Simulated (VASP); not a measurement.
# Hg (I4/mmm) in VASP: elastic constants with SVWN5

Aim: the elastic constants of Hg with SVWN5.

Everything below comes from runs of VASP 6.6.1. Logs are shortened: lines on timing, memory, paths and dates and some standing lists are left out, and cuts for length are marked.

## 1. The cell of the first run

It takes space group I4/mmm (No. 139, tetragonal). The conventional cell has a = 3.753 Å, b = 3.753 Å, c = 3.834 Å, α = 90.00°, β = 90.00°, γ = 90.00°. Hg (site symmetry 4/mmm) has 14 Hg at 3.27 to 3.83 Å within 4.3 Å.

## 2. Elastic constants, SVWN5

The input, INCAR:

```
ALGO     = Normal         # electronic algorithm
EDIFF    = 1E-8           # SCF threshold, eV
ENCUT    = 500            # plane-wave cutoff, eV
GGA      = VW             # functional
GGA_COMPAT= False        
IBRION   = 6              # ionic algorithm
ISIF     = 3              # what is computed and relaxed
ISMEAR   = 0              # smearing method
LASPH    = True           # aspherical terms in the spheres
LCHARG   = True           # write CHGCAR
LREAL    = False          # projectors in reciprocal space
LWAVE    = False          # write WAVECAR
NBANDS   = 12             # bands
NELM     = 120            # most SCF steps
NFREE    = 2            
NSW      = 1              # ionic steps
POTIM    = 0.015          # step
PREC     = Accurate       # precision mode
SIGMA    = 0.05           # smearing width, eV
```

The input, KPOINTS:

```
k-points
0
Gamma
  7 7 7
```

The input, POSCAR:

```
Hg
1.0
   -1.8767364350      1.8767364350      1.9168448550
    1.8767364350     -1.8767364350      1.9168448550
    1.8767364350      1.8767364350     -1.9168448550
Hg
1
Direct
    0.5000000000      0.5000000000      0.0000000000
```

Potentials or basis: VASP PAW PBE potentials, release 64 (Hg).

Started as:

```bash
cat potpaw_PBE.64/Hg/POTCAR > POTCAR
mpirun -np 1 vasp_std > vasp.out
```

OUTCAR:

```text
EDIFF = 1E-8
   ENCUT = 500
   GGA = VW
   IBRION = 6
   ISIF = 3
   ISMEAR = 0
   LASPH = True
   LREAL = False
   NELM = 120
   NFREE = 2
   NSW = 1
   POTIM = 0.015
   PREC = Accurate

 ion  position               nearest neighbor table
   1  0.500  0.500  0.000-

  LATTYP: Found a body centered tetragonal cell.
 ALAT       =     3.7534728700
 C/A-ratio  =     1.0213713653

  Lattice vectors:

 A1 = (  -1.8767364350,   1.8767364350,   1.9168448550)
 A2 = (   1.8767364350,  -1.8767364350,   1.9168448550)
 A3 = (   1.8767364350,   1.8767364350,  -1.9168448550)

Analysis of symmetry for initial positions (statically):
=====================================================================
 Subroutine PRICEL returns:
 Original cell was already a primitive cell.

 Routine SETGRP: Setting up the symmetry group for a
 body centered tetragonal supercell.

 Subroutine GETGRP returns: Found 16 space group operations
 (whereof 16 operations were pure point group operations)
 out of a pool of 16 trial point group operations.

The static configuration has the point symmetry D_4h.

Analysis of symmetry for dynamics (positions and initial velocities):
=====================================================================
 Subroutine PRICEL returns:
 Original cell was already a primitive cell.

 Routine SETGRP: Setting up the symmetry group for a
 body centered tetragonal supercell.

 Subroutine GETGRP returns: Found 16 space group operations
 (whereof 16 operations were pure point group operations)
 out of a pool of 16 trial point group operations.

The dynamic configuration has the point symmetry D_4h.

 Subroutine INISYM returns: Found 16 space group operations
 (whereof 16 operations are pure point group operations),
 and found     1 'primitive' translations

----------------------------------------------------------------------------------------

[... 342 lines left out ...]
      8      15.7339      0.00000
      9      15.7339      0.00000
     10      15.8917      0.00000
     11      16.2680      0.00000
     12      16.2680      0.00000
[... 331 lines left out ...]
 k-point    24 :      -0.4286    0.4286    0.1429
  band No.  band energies     occupation
      1      -5.6942      2.00000
      2      -5.4490      2.00000
      3      -4.9241      2.00000
      4      -4.7318      2.00000
      5      -4.2020      2.00000
      6      -1.1542      2.00000
      7       2.6770      0.00000
      8       8.6538      0.00000
      9       9.9078      0.00000
     10      16.0807      0.00000
     11      17.1087      0.00000
     12      17.2950      0.00000

 [... further k-points ...]

------------------------ aborting loop because EDIFF is reached ----------------------------------------

  FORCE on cell =-STRESS in cart. coord.  units (eV):
  Direction    XX          YY          ZZ          XY          YZ          ZX
  --------------------------------------------------------------------------------------
  -------------------------------------------------------------------------------------
  Total       -0.8397322     -0.8397322     -0.8295461      0.0000000      0.0000000      0.0000000
  in kB      -49.8193252    -49.8193252    -49.2150088      0.0000000      0.0000000      0.0000000
  external PRESSURE =     -49.6178864 kB  Pullay stress =       0.0000000 kB
[... 16 lines left out ...]
  FREE ENERGIE OF THE ION-ELECTRON SYSTEM (eV)
  ---------------------------------------------------
  free  energy   TOTEN  =        -0.8504057650 eV

  energy  without entropy=       -0.8490224822  energy(sigma->0) =       -0.84971412

 INTERNAL STRAIN TENSORS FROM STRAINED CELLS
 ============================================

 INTERNAL STRAIN TENSOR FOR ION    1 for displacements in x,y,z  (eV/Angst):
          X           Y           Z          XY          YZ          ZX
  --------------------------------------------------------------------------------
  x     0.00000    -0.00000     0.00000    -0.00000     0.00000     0.00000
  y    -0.00000     0.00000     0.00000     0.00000     0.00000    -0.00000
  z    -0.00000     0.00000     0.00000     0.00000     0.00000     0.00000

 INTERNAL STRAIN TENSORS FROM DISPLACED ATOMS
 ============================================

 INTERNAL STRAIN TENSOR FOR ION    1 for displacements in x,y,z  (eV/Angst):
          X           Y           Z          XY          YZ          ZX
  --------------------------------------------------------------------------------
  x     0.00000     0.00000     0.00000     0.00000     0.00000     0.00000
  y     0.00000     0.00000     0.00000     0.00000     0.00000     0.00000
  z     0.00000     0.00000     0.00000     0.00000     0.00000     0.00000

 Eigenvectors and eigenvalues of the dynamical matrix
 ----------------------------------------------------

   1 f  =    0.000000 THz     0.000000 2PiTHz    0.000000 cm-1     0.000000 meV
             X         Y         Z           dx          dy          dz
      0.000000  0.000000  1.916845     0.000000    0.000000    1.000000

   2 f  =    0.000000 THz     0.000000 2PiTHz    0.000000 cm-1     0.000000 meV
             X         Y         Z           dx          dy          dz
      0.000000  0.000000  1.916845     0.000000    1.000000    0.000000

   3 f  =    0.000000 THz     0.000000 2PiTHz    0.000000 cm-1     0.000000 meV
             X         Y         Z           dx          dy          dz
      0.000000  0.000000  1.916845     1.000000    0.000000    0.000000

--------------------------------------------------------------------------------------------------------

 ELASTIC MODULI CONTR FROM IONIC RELAXATION (kBar)
 Direction    XX          YY          ZZ          XY          YZ          ZX
 --------------------------------------------------------------------------------
 XX           0.0000      0.0000      0.0000      0.0000      0.0000      0.0000
 YY           0.0000      0.0000      0.0000      0.0000      0.0000      0.0000
 ZZ           0.0000      0.0000      0.0000      0.0000      0.0000      0.0000
 XY           0.0000      0.0000      0.0000      0.0000      0.0000      0.0000
 YZ           0.0000      0.0000      0.0000      0.0000      0.0000      0.0000
 ZX           0.0000      0.0000      0.0000      0.0000      0.0000      0.0000
 --------------------------------------------------------------------------------

 TOTAL ELASTIC MODULI (kBar)
 Direction    XX          YY          ZZ          XY          YZ          ZX
 --------------------------------------------------------------------------------
 XX         198.5818    203.3393    186.2039      0.0000      0.0000      0.0000
 YY         203.3393    198.5818    186.2039      0.0000     -0.0000      0.0000
 ZZ         186.2039    186.2039    234.5583      0.0000      0.0000      0.0000
 XY           0.0000      0.0000      0.0000    -97.6332      0.0000      0.0000
 YZ           0.0000     -0.0000      0.0000      0.0000    -89.5556      0.0000
 ZX           0.0000      0.0000      0.0000      0.0000      0.0000    -89.5556
 --------------------------------------------------------------------------------
```

OSZICAR:

```text
N       E                     dE             d eps       ncg     rms          rms(c)
DAV:   1     0.731949243514E+02    0.73195E+02   -0.61855E+03   968   0.913E+02
DAV:   2     0.471447148414E+00   -0.72723E+02   -0.68911E+02  1056   0.225E+02
DAV:   3    -0.896090624286E+00   -0.13675E+01   -0.13661E+01  1108   0.341E+01
DAV:   4    -0.897596194487E+00   -0.15056E-02   -0.15055E-02  1064   0.115E+00
[... 179 lines left out ...]
DAV:   2    -0.850439075483E+00   -0.11678E-02   -0.11903E-02   996   0.107E+00    0.485E-02
DAV:   3    -0.850423903471E+00    0.15172E-04   -0.33479E-05  1100   0.520E-02    0.273E-02
DAV:   4    -0.850406264535E+00    0.17639E-04   -0.52122E-05  1040   0.452E-02    0.715E-03
DAV:   5    -0.850405767312E+00    0.49722E-06   -0.22424E-06  1060   0.144E-02    0.127E-03
DAV:   6    -0.850405765012E+00    0.22997E-08   -0.29644E-08  1020   0.144E-03
  17 F= -.85040577E+00 E0= -.84971412E+00  d E =-.138328E-02
```

Wall time 1.8 min (1 thread of Intel Xeon Platinum 8259CL at 2.50GHz (Skylake/Cascade Lake), shared host); peak memory 0.18 GiB.

Results:

```
Voigt bulk modulus : 20 GPa
```

Elastic tensor in Voigt notation (GPa, in the Cartesian axes of the cell as first typed):
```
 20  20  19   0   0   0
 20  20  19   0   0   0
 19  19  23   0   0   0
  0   0   0  -9   0   0
  0   0   0   0  -9   0
  0   0   0   0   0 -10
```

Clamped-ion elastic tensor (GPa):
```
 20  20  19   0   0   0
 20  20  19   0   0   0
 19  19  23   0   0   0
  0   0   0  -9   0   0
  0   0   0   0  -9   0
  0   0   0   0   0 -10
```

Caveat: the cell is under stress, which shifts elastic constants; the elastic tensor has a negative eigenvalue, so either the cell is unstable as it stands or the mesh is too thin; the PAW data sets were made with another functional, which shifts forces and pressure a little; spin-orbit coupling is left out, which moves the levels of the heavy elements.
